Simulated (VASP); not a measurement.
# SiC (P6_3mc) in VASP: further runs, part 2 of 3

VASP 6.6.1.

**3. Single point, r2SCAN (strain +3.0%)**

Contents of POSCAR:

```
SiC
1.0
    3.1676169264      0.0000000000      0.0000000000
   -1.5838084632      2.7432367277      0.0000000000
    0.0000000000      0.0000000000      5.1995513337
Si C
2 2
Direct
    0.3333333333      0.6666666667     -0.0005020703
    0.6666666667      0.3333333333      0.4994979297
    0.3333333333      0.6666666667      0.3755020703
    0.6666666667      0.3333333333      0.8755020703
```

Contents of INCAR.step1:

```
PREC = Accurate
ENCUT = 520
ISMEAR = 0
SIGMA = 0.01
LREAL = F
LASPH = T
NELM = 60
NBANDS = 16
GGA = PE
ALGO = Normal
EDIFF = 1E-4
LWAVE = T
LCHARG = F
```

Contents of INCAR.step2:

```
PREC = Accurate
ENCUT = 520
EDIFF = 1E-6
ISMEAR = 0
SIGMA = 0.01
LREAL = F
LASPH = T
NELM = 60
ALGO = Normal
ISIF = 2
LWAVE = F
LCHARG = F
METAGGA = R2SCAN
LMIXTAU = T
NBANDS = 16
ISTART = 1
```

Contents of KPOINTS:

```
regular mesh
0
Gamma
  12 12 6
```

Potentials or basis: VASP PAW PBE potentials, release 64 (Si, C).

Run with:

```console
$ cat potpaw_PBE.64/Si/POTCAR potpaw_PBE.64/C/POTCAR > POTCAR
$ cp INCAR.step1 INCAR
$ mpirun -np 1 vasp_std > vasp.out
$ cp INCAR.step2 INCAR
$ mpirun -np 1 vasp_std > vasp.out
```

OUTCAR:

```text
PREC = Accurate
   ENCUT = 520
   EDIFF = 1E-6
   ISMEAR = 0
   LREAL = F
   LASPH = T
   NELM = 60
   ISIF = 2
   METAGGA = R2SCAN
   ISTART = 1

 ion  position               nearest neighbor table
   1  0.333  0.667  0.999-   4 1.94   4 1.94   4 1.94   3 1.96
   2  0.667  0.333  0.499-   3 1.94   3 1.94   3 1.94   4 1.96
   3  0.333  0.667  0.376-   2 1.94   2 1.94   2 1.94   1 1.96
   4  0.667  0.333  0.876-   1 1.94   1 1.94   1 1.94   2 1.96

  LATTYP: Found a hexagonal cell.
 ALAT       =     3.1676169264
 C/A-ratio  =     1.6414710031

  Lattice vectors:

 A1 = (   3.1676169264,   0.0000000000,   0.0000000000)
 A2 = (  -1.5838084632,   2.7432367277,   0.0000000000)
 A3 = (   0.0000000000,   0.0000000000,   5.1995513337)

Analysis of symmetry for initial positions (statically):
=====================================================================
 Subroutine PRICEL returns:
 Original cell was already a primitive cell.

 Routine SETGRP: Setting up the symmetry group for a
 hexagonal supercell.

 Subroutine GETGRP returns: Found 12 space group operations
 (whereof  6 operations were pure point group operations)
 out of a pool of 24 trial point group operations.

The static configuration has the point symmetry C_3v.
 The point group associated with its full space group is C_6v.

Analysis of symmetry for dynamics (positions and initial velocities):
=====================================================================
 Subroutine PRICEL returns:
 Original cell was already a primitive cell.

 Routine SETGRP: Setting up the symmetry group for a
 hexagonal supercell.

 Subroutine GETGRP returns: Found 12 space group operations
 (whereof  6 operations were pure point group operations)
 out of a pool of 24 trial point group operations.

The dynamic configuration has the point symmetry C_3v.
 The point group associated with its full space group is C_6v.

 Subroutine INISYM returns: Found 12 space group operations
 (whereof  6 operations are pure point group operations),
 and found     1 'primitive' translations

----------------------------------------------------------------------------------------

                                     Primitive cell

  volume of cell :      45.1816

  direct lattice vectors                    reciprocal lattice vectors
     3.167616926  0.000000000  0.000000000     0.315694739  0.182266443  0.000000000
    -1.583808463  2.743236728  0.000000000     0.000000000  0.364532886  0.000000000
     0.000000000  0.000000000  5.199551334     0.000000000  0.000000000  0.192324286

  length of vectors
     3.167616926  3.167616926  5.199551334     0.364532886  0.364532886  0.192324286

  position of ions in fractional coordinates (direct lattice)
     0.333333333  0.666666667  0.999497930
     0.666666667  0.333333333  0.499497930
     0.333333333  0.666666667  0.375502070
     0.666666667  0.333333333  0.875502070

  ion indices of the primitive-cell ions
   primitive index   ion index
                 1           1
                 2           2
                 3           3
                 4           4

[... 29 lines left out ...]
  0.083333  0.000000  0.000000      6.000000
  0.166667  0.000000  0.000000      6.000000
  0.250000  0.000000  0.000000      6.000000
  0.333333  0.000000  0.000000      6.000000
  0.416667 -0.000000  0.000000      6.000000
[... 16 lines left out ...]
  0.250000  0.000000  0.166667     12.000000
  0.333333  0.000000  0.166667     12.000000
 [... further k-points ...]
   k-points           NKPTS =     76   k-points in BZ     NKDIM =     76   number of bands    NBANDS=     16
   number of dos      NEDOS =    301   number of ions     NIONS =      4
   total plane-waves  NPLWV =  23040
   dimension x,y,z NGX =    24 NGY =   24 NGZ =   40
   dimension x,y,z NGXF=    48 NGYF=   48 NGZF=   80
   ions per type =               2   2
   NGX,Y,Z   is equivalent  to a cutoff of  12.60, 12.60, 12.79 a.u.
   NGXF,Y,Z  is equivalent  to a cutoff of  25.19, 25.19, 25.58 a.u.
 SYSTEM =  unknown system
   PREC   = accura    normal or accurate (medium, high low for compatibility)
   ISTART =      1    job   : 0-new  1-cont  2-samecut
   ICHARG =      0    charge: 1-file 2-atom 10-const
   ISPIN  =      1    spin polarized calculation?
   LNONCOLLINEAR =      F non collinear calculations
   LSORBIT =      F    spin-orbit coupling
   LASPH  =      T    aspherical Exc in radial PAW
   ENCUT  =  520.0 eV  38.22 Ry    6.18 a.u.   5.89  5.89  9.67*2*pi/ulx,y,z
   NELM   =     60;   NELMIN=  2; NELMDL=  0     # of ELM steps
   EDIFF  = 0.1E-05   stopping-criterion for ELM
   LREAL  =      F    real-space projection
   EDIFFG = 0.1E-04   stopping-criterion for IOM
   NSW    =      0    number of steps for IOM
   IBRION =     -1    ionic relax: 0-MD 1-quasi-New 2-CG
   NFREE  =      0    steps in history (QN), initial steepest desc. (CG)
   ISIF   =      2    stress and relaxation
   ISYM   =      2    0-nonsym 1-usesym 2-fastsym
   POTIM  = 0.5000    time-step for ionic-motion
   TEBEG  =    0.0;   TEEND  =   0.0 temperature during run
   PSTRESS=    0.0 pullay stress
   NELECT =      16.0000    total number of electrons
   NUPDOWN=      -1.0000    fix difference up-down
   EMIN   =  10.00;   EMAX   =-10.00  energy-range for DOS
   EFERMI =   0.00;   METHOD = LEGACY
   ISMEAR =     0;   SIGMA  =   0.01  broadening in eV -4-tet -1-fermi 0-gaus
   EFERMI_NEDOS =   21; number of points for ismear=-14 and -15
   IALGO  =     38    algorithm
   IMIX   =      4    mixing-type and parameters
     AMIX     =   0.40;   BMIX     =  1.00
     AMIX_MAG =   1.60;   BMIX_MAG =  1.00
  volume/ion in A,a.u.               =      11.30        76.23
  Fermi-wavevector in a.u.,A,eV,Ry     =   1.158228  2.188734 18.252122  1.341493
  Thomas-Fermi vector in A             =   2.294833
   LORBIT       =      0    0 simple, 1 ext, 2 COOP (PROOUT), +10 PAW based schemes
   METAGGA = R2SCAN    functional components
   LHFCALC =     F    Hartree Fock is set to
   AEXX    =    0.0000 exact exchange contribution
   IVDW    =     0    specifies the selected vdW correction
   LEPSILON=     F    determine dielectric tensor
   LRPA    =     F    only Hartree local field effects (RPA)
 non-spin polarized calculation
 Gauss-broadening in eV      SIGMA  =   0.01
  energy-cutoff  :      520.00
  volume of cell :       45.18
 maximum number of plane-waves:      1236
 NGX is ok and might be reduce to    24
   NGX = 11   NGY = 11   NGZ = 19

 number of electron      16.0000000 magnetization

 Free energy of the ion-electron system (eV)
  ---------------------------------------------------
  ext. energy  EPLUGINS =         0.00000000
  ---------------------------------------------------
  free energy    TOTEN  =       -38.41712393 eV

  energy without entropy =      -38.41712393  energy(sigma->0) =      -38.41712393

 E-fermi :   7.2550     XC(G=0): -11.5362

 val. band max:        7.1703857835   @ k =   0.0000   0.0000   0.0000
 cond. band min:       9.9579051001   @ k =   0.3333   0.3333   0.0000
 fundamental gap:      2.7875193166
 Fermi energy:         7.2550175838

 k-point     1 :       0.0000    0.0000    0.0000
  band No.  band energies     occupation
      1      -8.4798      2.00000
      2      -5.1739      2.00000
      3      -1.3238      2.00000
      4       5.8311      2.00000
      5       5.8311      2.00000
      6       7.0703      2.00000
[... 433 lines left out ...]
      3      -0.1792      2.00000
      4       1.7004      2.00000
      5       2.3191      2.00000
      6       4.3423      2.00000
[... 8 lines left out ...]
     15      18.4828      0.00000
     16      19.3179      0.00000

 [... further k-points ...]

------------------------ aborting loop because EDIFF is reached ----------------------------------------

  FORCE on cell =-STRESS in cart. coord.  units (eV):
  Direction    XX          YY          ZZ          XY          YZ          ZX
  --------------------------------------------------------------------------------------
  -------------------------------------------------------------------------------------
  Total       -4.8596904     -4.8596904     -4.7377102      0.0000000     -0.0000000      0.0000000
  in kB     -172.3286068   -172.3286068   -168.0030863      0.0000000     -0.0000000      0.0000000
  external PRESSURE =    -170.8867666 kB  Pullay stress =       0.0000000 kB

 VOLUME and BASIS-vectors are now :
 -----------------------------------------------------------------------------
  energy-cutoff  :      520.00
  volume of cell :       45.18
      direct lattice vectors                 reciprocal lattice vectors
     3.167616926  0.000000000  0.000000000     0.315694739  0.182266443  0.000000000
    -1.583808463  2.743236728  0.000000000     0.000000000  0.364532886  0.000000000
     0.000000000  0.000000000  5.199551334     0.000000000  0.000000000  0.192324286

 POSITION                                       TOTAL-FORCE (eV/Angst)
 -----------------------------------------------------------------------------------
     -0.00000      1.82882      5.19694         0.000000      0.000000      0.000968
      1.58381      0.91441      2.59717        -0.000000     -0.000000      0.000968
     -0.00000      1.82882      1.95244         0.000000     -0.000000     -0.000968
      1.58381      0.91441      4.55222        -0.000000      0.000000     -0.000968
 -----------------------------------------------------------------------------------
    total drift:                                0.000000      0.000000      0.000159

  FREE ENERGIE OF THE ION-ELECTRON SYSTEM (eV)
  ---------------------------------------------------
  free  energy   TOTEN  =       -38.4171239287 eV

  energy  without entropy=      -38.4171239287  energy(sigma->0) =      -38.41712393
```

Run time: 2.9 min. Hardware: 1 thread of Intel Xeon 8259CL, shared host; peak memory 0.19 GiB.

What came out:

```
Free energy            : -38.4171 eV
Pressure               : -17.1 GPa
Band gap on the k mesh : 2.79 eV (least direct gap 4.28 eV)
```

Stress tensor (GPa, compression positive):
```
-17.23   0.00   0.00
  0.00 -17.23   0.00
  0.00   0.00 -16.80
```

Levels at points of the mesh, in eV from the valence-band top:
```
           k point  band 4  band 5  band 6  band 7  band 8  band 9  band 10  band 11  band 12  band 13
(0.00, 0.00, 0.00)   -1.34   -1.34   -0.10    0.00    0.00    4.60     5.76     6.64     6.64     7.57
(0.50, 0.00, 0.00)   -6.34   -5.30   -3.29   -3.11   -1.23    3.05     4.55     6.74     7.29     9.90
(0.00, 0.00, 0.50)   -4.46   -0.73   -0.73   -0.73   -0.73    5.69     5.69     7.39     7.39     7.39
(0.50, 0.00, 0.50)   -8.15   -2.44   -2.44   -2.34   -2.34    3.49     3.49     5.40     5.40    10.45
```

Caveat: the cell differs from its parent crystal (strain +3.0%); the cell stands under tension; the PAW data sets were made with another functional, which shifts forces and pressure a little.

(Part 2 of 3 ends here.)
